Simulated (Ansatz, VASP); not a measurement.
# Al2As: VASP beside Ansatz

```
CELL_PARAMETERS angstrom
3.77149 0.00000 0.00000
0.00000 3.77149 0.00000
0.00000 0.00000 7.43421
ATOMIC_POSITIONS crystal
Al 0.00000 0.00000 0.00000
Al 0.50000 0.50000 0.00000
Al 0.00000 0.50000 0.31332
Al 0.50000 0.00000 0.68668
As 0.00000 0.50000 0.66885
As 0.50000 0.00000 0.33115
```

Alike in both runs: functional r2SCAN; k mesh 10 × 10 × 6; occupations gaussian, width 0.1 eV; no spin polarisation.

Ansatz relaxed the structure, and its values are those at the end. VASP's run is a single point on that final structure, the one shown.

|  | VASP | Ansatz |
| --- | --- | --- |
| version | VASP 6.6.1 | Ansatz 0.2.0 |
| potentials or method | VASP PAW PBE potentials, release 64 (Al, As), cutoff 520 eV | scalar-relativistic, plane waves, PAW |
| valence electrons in the cell | 22 | 42 |

|  | VASP | Ansatz | Ansatz less VASP |
| --- | --- | --- | --- |
| gap on the k mesh at the Fermi level (eV) | none | none | - |
| pressure (GPa) | -0.1 | 0.0 | +0.13 |
| rms of the force components (eV/Å) | 0.004 | 0.000 | -0.0039 |

VASP's potentials were made for PBE, not for r2SCAN. A gap of «none» marks a metal or a gap that the smearing closes. VASP's potentials hold 22 valence electrons a cell and Ansatz's 42, so a difference there can come from the potentials and not from the codes.
